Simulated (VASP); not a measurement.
# Ti5H in VASP: notebook

Ti5H is run at these levels: PBE; tasks: single point.

All numbers are computed with VASP 6.6.1; they aren't measurements. Logs are shortened: lines on timing, memory, paths and dates and some standing lists are left out, and cuts for length are marked.

## (1) The cell of the first run

The cell holds a slab with vacuum, 6 atoms: a = 2.938 Å, b = 2.938 Å, c = 24.712 Å, α = 90.00°, β = 90.00°, γ = 120.00°.

## (2) Single point, PBE

Input file INCAR:

```
PREC = Accurate
ENCUT = 520
EDIFF = 1E-6
ISMEAR = 0
SIGMA = 0.1
LREAL = F
LASPH = T
NELM = 80
ALGO = Normal
ISIF = 2
LWAVE = F
LCHARG = F
LDIPOL = T
IDIPOL = 3
DIPOL = 0.5 0.5 0.389
GGA = PE
NBANDS = 40
```

Input file KPOINTS:

```
Automatic mesh
0
Gamma
  9 9 1
```

Input file POSCAR:

```
Ti5H
1.0
    2.9381632086      0.0000000000      0.0000000000
   -1.4690816043      2.5445239791      0.0000000000
    0.0000000000      0.0000000000     24.7117068140
Ti H
5 1
Direct
    0.6666666667      0.3333333333      0.1618666015
    0.3333333333      0.6666666667      0.2559609806
    0.6666666667      0.3333333333      0.3506708119
    0.3333333333      0.6666666667      0.4475655916
    0.6666666667      0.3333333333      0.5346335206
    0.6666666667      0.8333333333      0.5818923311
```

Potentials or basis: VASP PAW PBE potentials, release 64 (Ti_sv, H).

Command:

```bash
$ cat potpaw_PBE.64/Ti_sv/POTCAR potpaw_PBE.64/H/POTCAR > POTCAR
$ mpirun -np 1 vasp_std > vasp.out
```

OUTCAR:

```text
PREC = Accurate
   ENCUT = 520
   EDIFF = 1E-6
   ISMEAR = 0
   LREAL = F
   LASPH = T
   NELM = 80
   ISIF = 2
   GGA = PE

 ion  position               nearest neighbor table
   1  0.667  0.333  0.162-   2 2.88   2 2.88   2 2.88
   2  0.333  0.667  0.256-   1 2.88   1 2.88   1 2.88   3 2.89   3 2.89   3 2.89
   3  0.667  0.333  0.351-   2 2.89   2 2.89   2 2.89
   4  0.333  0.667  0.448-   5 2.74   5 2.74   5 2.74
   5  0.667  0.333  0.535-   6 1.88   6 1.88   4 2.74   4 2.74   4 2.74
   6  0.667  0.833  0.582-   5 1.88   5 1.88

  LATTYP: Found a hexagonal cell.
 ALAT       =     2.9381632086
 C/A-ratio  =     8.4105970498

  Lattice vectors:

 A1 = (   2.9381632086,   0.0000000000,   0.0000000000)
 A2 = (  -1.4690816043,   2.5445239791,   0.0000000000)
 A3 = (   0.0000000000,   0.0000000000,  24.7117068140)

Analysis of symmetry for initial positions (statically):
=====================================================================
 Subroutine PRICEL returns:
 Original cell was already a primitive cell.

 Routine SETGRP: Setting up the symmetry group for a
 hexagonal supercell.

 Subroutine GETGRP returns: Found  2 space group operations
 (whereof  2 operations were pure point group operations)
 out of a pool of 24 trial point group operations.

The static configuration has the point symmetry C_1h.

Analysis of symmetry for dynamics (positions and initial velocities):
=====================================================================
 Subroutine PRICEL returns:
 Original cell was already a primitive cell.

 Routine SETGRP: Setting up the symmetry group for a
 hexagonal supercell.

 Subroutine GETGRP returns: Found  2 space group operations
 (whereof  2 operations were pure point group operations)
 out of a pool of 24 trial point group operations.

The dynamic configuration has the point symmetry C_1h.

 Subroutine INISYM returns: Found  2 space group operations
 (whereof  2 operations are pure point group operations),
 and found     1 'primitive' translations

----------------------------------------------------------------------------------------

                                     Primitive cell

  volume of cell :     184.7503

  direct lattice vectors                    reciprocal lattice vectors
     2.938163209  0.000000000  0.000000000     0.340348690  0.196500408  0.000000000
    -1.469081604  2.544523979  0.000000000     0.000000000  0.393000816  0.000000000
     0.000000000  0.000000000 24.711706814     0.000000000  0.000000000  0.040466650

  length of vectors
     2.938163209  2.938163209 24.711706814     0.393000816  0.393000816  0.040466650

  position of ions in fractional coordinates (direct lattice)
     0.666666667  0.333333333  0.161866602
     0.333333333  0.666666667  0.255960981
     0.666666667  0.333333333  0.350670812
     0.333333333  0.666666667  0.447565592
     0.666666667  0.333333333  0.534633521
     0.666666667  0.833333333  0.581892331

  ion indices of the primitive-cell ions
   primitive index   ion index
                 1           1
                 2           2
                 3           3
                 4           4
                 5           5
                 6           6

----------------------------------------------------------------------------------------

 KPOINTS: Automatic mesh

Automatic generation of k-mesh.
 Grid dimensions read from file:
 generate k-points for:    9    9    1

 Generating k-lattice:

  Cartesian coordinates                     Fractional coordinates (reciprocal lattice)
     0.037816521  0.021833379  0.000000000     0.111111111  0.000000000  0.000000000
     0.000000000  0.043666757  0.000000000     0.000000000  0.111111111  0.000000000
     0.000000000  0.000000000  0.040466650     0.000000000  0.000000000  1.000000000

  Length of vectors
     0.043666757  0.043666757  0.040466650

  Shift w.r.t. Gamma in fractional coordinates (k-lattice)
     0.000000000  0.000000000  0.000000000

 Subroutine IBZKPT returns following result:
 ===========================================

 Found     25 irreducible k-points:

 Following reciprocal coordinates:
            Coordinates               Weight
  0.000000  0.000000  0.000000      1.000000
  0.111111 -0.000000  0.000000      2.000000
  0.000000  0.111111  0.000000      4.000000
  0.222222 -0.000000  0.000000      2.000000
  0.000000  0.222222  0.000000      4.000000
  0.333333 -0.000000  0.000000      2.000000
[... 16 lines left out ...]
 -0.222222 -0.444444  0.000000      4.000000
  0.444444  0.333333  0.000000      4.000000
   k-points           NKPTS =     25   k-points in BZ     NKDIM =     25   number of bands    NBANDS=     40
   number of dos      NEDOS =    301   number of ions     NIONS =      6
   total plane-waves  NPLWV = 110592
   dimension x,y,z NGX =    24 NGY =   24 NGZ =  192
   dimension x,y,z NGXF=    48 NGYF=   48 NGZF=  384
   ions per type =               5   1
   NGX,Y,Z   is equivalent  to a cutoff of  13.58, 13.58, 12.92 a.u.
   NGXF,Y,Z  is equivalent  to a cutoff of  27.16, 27.16, 25.83 a.u.
 SYSTEM =  unknown system
   PREC   = accura    normal or accurate (medium, high low for compatibility)
   ISTART =      0    job   : 0-new  1-cont  2-samecut
   ICHARG =      2    charge: 1-file 2-atom 10-const
   ISPIN  =      1    spin polarized calculation?
   LNONCOLLINEAR =      F non collinear calculations
   LSORBIT =      F    spin-orbit coupling
   LASPH  =      T    aspherical Exc in radial PAW
   ENCUT  =  520.0 eV  38.22 Ry    6.18 a.u.   5.46  5.46 45.95*2*pi/ulx,y,z
   NELM   =     80;   NELMIN=  2; NELMDL= -5     # of ELM steps
   EDIFF  = 0.1E-05   stopping-criterion for ELM
   LREAL  =      F    real-space projection
   EDIFFG = 0.1E-04   stopping-criterion for IOM
   NSW    =      0    number of steps for IOM
   IBRION =     -1    ionic relax: 0-MD 1-quasi-New 2-CG
   NFREE  =      0    steps in history (QN), initial steepest desc. (CG)
   ISIF   =      2    stress and relaxation
   ISYM   =      2    0-nonsym 1-usesym 2-fastsym
   POTIM  = 0.5000    time-step for ionic-motion
   TEBEG  =    0.0;   TEEND  =   0.0 temperature during run
   PSTRESS=    0.0 pullay stress
   NELECT =      61.0000    total number of electrons
   NUPDOWN=      -1.0000    fix difference up-down
   EMIN   =  10.00;   EMAX   =-10.00  energy-range for DOS
   EFERMI =   0.00;   METHOD = LEGACY
   ISMEAR =     0;   SIGMA  =   0.10  broadening in eV -4-tet -1-fermi 0-gaus
   EFERMI_NEDOS =   21; number of points for ismear=-14 and -15
   IALGO  =     38    algorithm
   IMIX   =      4    mixing-type and parameters
     AMIX     =   0.40;   BMIX     =  1.00
     AMIX_MAG =   1.60;   BMIX_MAG =  1.00
  volume/ion in A,a.u.               =      30.79       207.79
  Fermi-wavevector in a.u.,A,eV,Ry     =   1.131505  2.138234 17.419579  1.280303
  Thomas-Fermi vector in A             =   2.268204
   LORBIT       =      0    0 simple, 1 ext, 2 COOP (PROOUT), +10 PAW based schemes
   GGA     = PE    functional components
   LHFCALC =     F    Hartree Fock is set to
   AEXX    =    0.0000 exact exchange contribution
   IVDW    =     0    specifies the selected vdW correction
   LEPSILON=     F    determine dielectric tensor
   LRPA    =     F    only Hartree local field effects (RPA)
 non-spin polarized calculation
 Gauss-broadening in eV      SIGMA  =   0.10
  energy-cutoff  :      520.00
  volume of cell :      184.75
 maximum number of plane-waves:      5059
 NGX is ok and might be reduce to    24
   NGX = 11   NGY = 11   NGZ = 91

 dipolmoment           0.000000      0.000000     -0.018382 electrons x Angstroem

 number of electron      60.9999991 magnetization

 dipolmoment           0.000000      0.000000      0.007984 electrons x Angstroem

 Free energy of the ion-electron system (eV)
  ---------------------------------------------------
  ext. energy  EPLUGINS =         0.00000000
  ---------------------------------------------------
  free energy    TOTEN  =       -41.47053163 eV

  energy without entropy =      -41.42307496  energy(sigma->0) =      -41.44680330

 E-fermi :   1.7037     XC(G=0):  -6.3076

 val. band max:        1.7015529934   @ k =  -0.1111   0.4444   0.0000
 cond. band min:       1.7052907880   @ k =   0.3333   0.1111   0.0000
 fundamental gap:      0.0037377946
 Fermi energy:         1.7037465532

 k-point     1 :       0.0000    0.0000    0.0000
  band No.  band energies     occupation
      1     -55.2660      2.00000
      2     -55.2634      2.00000
      3     -55.1048      2.00000
      4     -55.0475      2.00000
      5     -55.0116      2.00000
      6     -31.7860      2.00000
[... 32 lines left out ...]
     39       2.6956      0.00000
     40       2.8394      0.00000

 k-point     2 :       0.1111   -0.0000    0.0000
  band No.  band energies     occupation
      1     -55.2561      2.00000
      2     -55.2545      2.00000
      3     -55.0949      2.00000
      4     -55.0404      2.00000
      5     -55.0060      2.00000
      6     -31.7679      2.00000
[... 32 lines left out ...]
     39       2.7257      0.00000
     40       2.8345      0.00000

 k-point     3 :       0.0000    0.1111    0.0000
  band No.  band energies     occupation
      1     -55.2559      2.00000
      2     -55.2545      2.00000
      3     -55.0949      2.00000
      4     -55.0404      2.00000
      5     -55.0060      2.00000
      6     -31.7671      2.00000
[... 853 lines left out ...]
  band No.  band energies     occupation
      1     -55.1824      2.00000
      2     -55.1731      2.00000
      3     -55.0027      2.00000
      4     -54.9882      2.00000
      5     -54.9668      2.00000
      6     -31.6660      2.00000
[... 32 lines left out ...]
     39       3.8374      0.00000
     40       4.1110      0.00000

 k-point    24 :       0.4444    0.3333    0.0000
  band No.  band energies     occupation
      1     -55.1824      2.00000
      2     -55.1735      2.00000
      3     -55.0027      2.00000
      4     -54.9882      2.00000
      5     -54.9668      2.00000
      6     -31.6726      2.00000
[... 32 lines left out ...]
     39       3.8950      0.00000
     40       4.1083      0.00000

 [... further k-points ...]

------------------------ aborting loop because EDIFF is reached ----------------------------------------

 vacuum level on the upper side and lower side of the slab       (xc-potential included)        -0.162        -0.375

  FORCE on cell =-STRESS in cart. coord.  units (eV):
  Direction    XX          YY          ZZ          XY          YZ          ZX
  --------------------------------------------------------------------------------------
  -------------------------------------------------------------------------------------
  Total       -1.4273500     -0.7133469     -0.4900478     -0.6183448      0.0892581      0.1545993
  in kB      -12.3781535     -6.1862316     -4.2497545     -5.3623617      0.7740575      1.3407039
  external PRESSURE =      -7.6047132 kB  Pullay stress =       0.0000000 kB

 VOLUME and BASIS-vectors are now :
 -----------------------------------------------------------------------------
  energy-cutoff  :      520.00
  volume of cell :      184.75
      direct lattice vectors                 reciprocal lattice vectors
     2.938163209  0.000000000  0.000000000     0.340348690  0.196500408  0.000000000
    -1.469081604  2.544523979  0.000000000     0.000000000  0.393000816  0.000000000
     0.000000000  0.000000000 24.711706814     0.000000000  0.000000000  0.040466650

 POSITION                                       TOTAL-FORCE (eV/Angst)
 -----------------------------------------------------------------------------------
      1.46908      0.84817      4.00000         0.002433      0.001405      0.554482
     -0.00000      1.69635      6.32523        -0.007271     -0.004198     -0.537940
      1.46908      0.84817      8.66567         0.024802      0.014320      0.038264
     -0.00000      1.69635     11.06011        -0.099993     -0.057731     -0.527883
      1.46908      0.84817     13.21171         0.059110      0.034127      0.464300
      0.73454      2.12044     14.37955         0.020919      0.012078      0.008777
 -----------------------------------------------------------------------------------
    total drift:                               -0.000010     -0.000005     -0.001067

  FREE ENERGIE OF THE ION-ELECTRON SYSTEM (eV)
  ---------------------------------------------------
  free  energy   TOTEN  =       -41.4705316297 eV

  energy  without entropy=      -41.4230749605  energy(sigma->0) =      -41.44680330

 vacuum level on the upper side and lower side of the slab         6.074         5.847
```

It took 7.6 min on 1 thread of Intel Xeon Platinum 8559C (Emerald Rapids), shared host; peak memory 0.39 GiB.

What came out:

```
Free energy            : -41.4705 eV
Largest force          : 0.554 eV/Å
Band gap on the k mesh : zero (an odd number of electrons rules out a gap without spin polarisation)
```

Forces on the atoms (eV/Å):
```
Ti   0.002  0.001  0.554
Ti  -0.007 -0.004 -0.538
Ti   0.025  0.014  0.038
Ti  -0.100 -0.058 -0.528
Ti   0.059  0.034  0.464
H    0.021  0.012  0.009
```

## (3) Single point, PBE

Edit INCAR of step 2 so:

```diff
@@ -2,3 +2,3 @@
 ENCUT = 520
-EDIFF = 1E-6
+EDIFF = 1E-7
 ISMEAR = 0
@@ -14,3 +14,3 @@
 IDIPOL = 3
-DIPOL = 0.5 0.5 0.389
+DIPOL = 0.5 0.5 0.391
 GGA = PE
```

KPOINTS is that of step 2.

Input file POSCAR:

```
Ti5H
1.0
    2.9381632086      0.0000000000      0.0000000000
   -1.4690816043      2.5445239791      0.0000000000
    0.0000000000      0.0000000000     24.7117068140
Ti H
5 1
Direct
    0.6666666666      0.3333333333      0.1618666015
    0.3333333334      0.6666666667      0.2559609806
    0.6666666666      0.3333333333      0.3506708119
    0.3333333334      0.6666666667      0.4475655916
    0.6666666666      0.3333333333      0.5346335206
    0.8333333333      0.6666666667      0.5959307134
```

Potentials or basis: VASP PAW PBE potentials, release 64 (Ti_sv, H).

Command:

```bash
$ cat potpaw_PBE.64/Ti_sv/POTCAR potpaw_PBE.64/H/POTCAR > POTCAR
$ mpirun -np 1 vasp_std > vasp.out
```

OUTCAR:

```text
PREC = Accurate
   ENCUT = 520
   EDIFF = 1E-7
   ISMEAR = 0
   LREAL = F
   LASPH = T
   NELM = 80
   ISIF = 2
   GGA = PE

 ion  position               nearest neighbor table
   1  0.667  0.333  0.162-   2 2.88   2 2.88   2 2.88
   2  0.333  0.667  0.256-   1 2.88   1 2.88   1 2.88   3 2.89   3 2.89   3 2.89
   3  0.667  0.333  0.351-   2 2.89   2 2.89   2 2.89
   4  0.333  0.667  0.448-   5 2.74   5 2.74   5 2.74
   5  0.667  0.333  0.535-   6 1.74   4 2.74   4 2.74   4 2.74
   6  0.833  0.667  0.596-   5 1.74

[... 1244 lines left out ...]
  -------------------------------------------------------------------------------------
  Total       -1.3682429     -0.5485902     -0.4922079      0.0000000      2.0931242      0.0000000
  in kB      -11.8655693     -4.7574408     -4.2684873      0.0000000     18.1518283      0.0000000
  external PRESSURE =      -6.9638325 kB  Pullay stress =       0.0000000 kB

 VOLUME and BASIS-vectors are now :
 -----------------------------------------------------------------------------
  energy-cutoff  :      520.00
  volume of cell :      184.75
      direct lattice vectors                 reciprocal lattice vectors
     2.938163209  0.000000000  0.000000000     0.340348690  0.196500408  0.000000000
    -1.469081604  2.544523979  0.000000000     0.000000000  0.393000816  0.000000000
     0.000000000  0.000000000 24.711706814     0.000000000  0.000000000  0.040466650

 POSITION                                       TOTAL-FORCE (eV/Angst)
 -----------------------------------------------------------------------------------
      1.46908      0.84817      4.00000        -0.000000     -0.001887      0.550842
      0.00000      1.69635      6.32523        -0.000000      0.004259     -0.542321
      1.46908      0.84817      8.66567        -0.000000     -0.016526      0.083093
      0.00000      1.69635     11.06011        -0.000000      0.085407     -0.576216
      1.46908      0.84817     13.21171         0.000000     -1.532732      0.468729
      1.46908      1.69635     14.72647        -0.000000      1.461480      0.015873
 -----------------------------------------------------------------------------------
    total drift:                                0.000000     -0.000016     -0.000155

  FREE ENERGIE OF THE ION-ELECTRON SYSTEM (eV)
  ---------------------------------------------------
  free  energy   TOTEN  =       -40.8391722804 eV

  energy  without entropy=      -40.7945786397  energy(sigma->0) =      -40.81687546

 vacuum level on the upper side and lower side of the slab         6.802         5.664
```

OSZICAR:

```text
N       E                     dE             d eps       ncg     rms          rms(c)
DAV:   1     0.790729355799E+03    0.79073E+03   -0.32867E+04  2184   0.162E+03
DAV:   2     0.606241654038E+02   -0.73011E+03   -0.71462E+03  2064   0.521E+02
DAV:   3    -0.286091278084E+02   -0.89233E+02   -0.86276E+02  3384   0.160E+02
[... 30 lines left out ...]
DAV:  34    -0.408391716471E+02   -0.50289E-06   -0.83771E-08  1560   0.234E-03    0.485E-04
DAV:  35    -0.408391718611E+02   -0.21405E-06   -0.29534E-08  1320   0.101E-03    0.299E-04
DAV:  36    -0.408391720426E+02   -0.18149E-06   -0.20680E-08  1344   0.694E-04    0.203E-04
DAV:  37    -0.408391722394E+02   -0.19685E-06   -0.23853E-08  1336   0.856E-04    0.100E-04
DAV:  38    -0.408391722804E+02   -0.40919E-07   -0.95946E-09  1128   0.425E-04
   1 F= -.40839172E+02 E0= -.40816875E+02  d E =-.445936E-01
```

stdout:

```text
POSCAR found type information on POSCAR TiH
 POSCAR found :  2 types and       6 ions
 scaLAPACK will be used
 LDA part: xc-table for (Slater+PW92), standard interpolation
 POSCAR, INCAR and KPOINTS ok, starting setup
 FFT: planning ... GRIDC
 FFT: planning ... GRID_SOFT
 FFT: planning ... GRID
 WAVECAR not read
 entering main loop
```

Run time: 8.8 min. Hardware: 1 thread of Intel Xeon Platinum 8559C (Emerald Rapids), shared host; peak memory 0.4 GiB.

Results:

- Free energy: -40.8392 eV
- Largest force: 1.603 eV/Å
- Band gap on the k mesh: zero (an odd number of electrons rules out a gap without spin polarisation)

Forces on the atoms (eV/Å):
```
Ti   0.000 -0.002  0.551
Ti   0.000  0.004 -0.542
Ti   0.000 -0.017  0.083
Ti   0.000  0.085 -0.576
Ti   0.000 -1.533  0.469
H    0.000  1.461  0.016
```

## (4) Single point, PBE

Input file INCAR:

```
SYSTEM = Ti5H
PREC = Accurate
ENCUT = 520
EDIFF = 1E-6
ISMEAR = 0
SIGMA = 0.1
LREAL = .False.
LASPH = .True.
NELM = 100
ALGO = Normal
ISIF = 2
LWAVE = .False.
LCHARG = .False.
LDIPOL = .True.
IDIPOL = 3
DIPOL = 0.5 0.5 0.391
GGA = PE
NBANDS = 40
```

Input file KPOINTS:

```
regular mesh
0
Gamma
  9 9 1
  0 0 0
```

Input file POSCAR:

```
Ti5H
1.0
    2.9381632086      0.0000000000      0.0000000000
   -1.4690816043      2.5445239791      0.0000000000
    0.0000000000      0.0000000000     24.7117068140
Ti H
5 1
Direct
    0.6666666667      0.3333333333      0.1618666015
    0.3333333333      0.6666666666      0.2559609806
    0.6666666667      0.3333333333      0.3506708119
    0.3333333333      0.6666666666      0.4475655916
    0.6666666667      0.3333333333      0.5346335206
    1.0000000000      0.5000000000      0.5960658048
```

Command:

```bash
$ cat potpaw_PBE.64/Ti_sv/POTCAR potpaw_PBE.64/H/POTCAR > POTCAR
$ mpirun -np 1 vasp_std > vasp.out
```

Wall time 8.1 min (1 thread of Intel Xeon Platinum 8559C (Emerald Rapids), shared host); peak memory 0.39 GiB.

The run converged. Its results:

| Property | Result |
| --- | --- |
| Free energy | -40.8077 eV |
| Largest force | 1.574 eV/Å |
| Band gap on the k mesh | zero (an odd number of electrons rules out a gap without spin polarisation) |

Forces in eV/Å, atoms in the order of the input:
```
Ti   0.001  0.000  0.546
Ti   0.005  0.003 -0.535
Ti  -0.005 -0.003  0.080
Ti   0.033  0.019 -0.629
Ti  -1.285 -0.742  0.526
H    1.251  0.722  0.011
```

Levels at points of the mesh, in eV from the Fermi level:
| k point | band 27 | band 28 | band 29 | band 30 | band 31 | band 32 | band 33 | band 34 | band 35 | band 36 |
| --- | --- | --- | --- | --- | --- | --- | --- | --- | --- | --- |
| (0.00, 0.00, 0.00) | -0.13 | 0.13 | 0.40 | 0.57 | 0.57 | 0.64 | 0.65 | 0.65 | 0.73 | 0.73 |

## (5) Overview

```tsv
cell	gap on the mesh (eV)	largest force (eV/Å)
as given, atomic positions A	none	0.55
as given, atomic positions B	none	1.60
as given, atomic positions C	none	1.57
```

Alike in all rows: task single point; level PBE; potentials or basis VASP PAW PBE potentials, release 64 (Ti_sv, H); no spin polarisation; k mesh 9 × 9 × 1; cutoff (eV) 520; smearing gaussian 0.1 eV.

Total energies depend on the potentials used, so only differences within one code and one set of settings carry meaning.
